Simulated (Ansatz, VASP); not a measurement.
WSe2 in VASP and in Ansatz

The input INCAR:

```
SYSTEM = WSe2
  PREC = Accurate
  ENCUT = 600
  EDIFF = 1E-6
  ISMEAR = 0
  SIGMA = 0.1
  LREAL = .False.
  LASPH = .True.
  NELM = 100
  ALGO = Normal
  ISIF = 3
  LWAVE = .False.
  LCHARG = .False.
  GGA = PE
  IBRION = 2
  NSW = 90
  EDIFFG = -0.04
```

KPOINTS

```
regular mesh
0
Gamma
  4 4 4
  0 0 0
```

Contents of POSCAR:

```
WSe2
1.0
    4.2062131100      0.0000000000      0.0000000000
    0.0000000000      4.2062131100      0.0000000000
    0.0000000000      0.0000000000      4.3152311600
W Se
1 2
Direct
    0.0000000000      0.0000000000      0.5000000000
    0.0000000000      0.0000000000      0.0000000000
    0.5000000000      0.5000000000      0.0000000000
```

Input for Ansatz:

```yaml
crystal:
  lattice:
    - [4.20621311, 0.0, 0.0]
    - [0.0, 4.20621311, 0.0]
    - [0.0, 0.0, 4.31523116]
  atoms:
    - { symbol: W, position: [0.0, 0.0, 0.5] }
    - { symbol: Se, position: [0.0, 0.0, 0.0] }
    - { symbol: Se, position: [0.5, 0.5, 0.0] }
basis:
  ecutwfc: 420
kpoints:
  mp_grid: { grid: [4, 4, 4] }
hamiltonian:
  xc: pbe
scf:
  occupations: { method: gaussian, width: 0.1 }
  lower_state_search: "off"
output:
  forces: true
  stress: true
  eigenvalues: true
relax:
  adjacent_minimum: "off"
  f_tol: 0.04
  max_steps: 70
  cell: { stress_tol: 0.4 }
```

Alike in both runs: task relaxation of cell and atoms; functional PBE; k mesh 4 × 4 × 4; occupations gaussian, width 0.1 eV; no spin polarisation.

|  | VASP | Ansatz |
| --- | --- | --- |
| version | VASP 6.6.1 | Ansatz 0.2.0 |
| potentials or method | VASP PAW PBE potentials, release 64 (W_sv, Se), cutoff 600 eV | scalar-relativistic, plane waves, PAW |
| valence electrons in the cell | 26 | 46 |

```tsv
	VASP	Ansatz	Ansatz less VASP
gap on the k mesh at the Fermi level, each at its own relaxed structure (eV)	none	none	-
relaxed volume (Å³/atom)	23.19	23.27	+0.075
relaxed cell length with the largest relative difference (Å)	3.817	3.825	+0.0078
```

A gap of «none» marks a metal or a gap that the smearing closes. VASP's potentials hold 26 valence electrons a cell and Ansatz's 46, so a difference there can come from the potentials and not from the codes.

The k mesh is coarse, so the values compare programs but aren't converged. Neither program's run includes spin-orbit coupling.
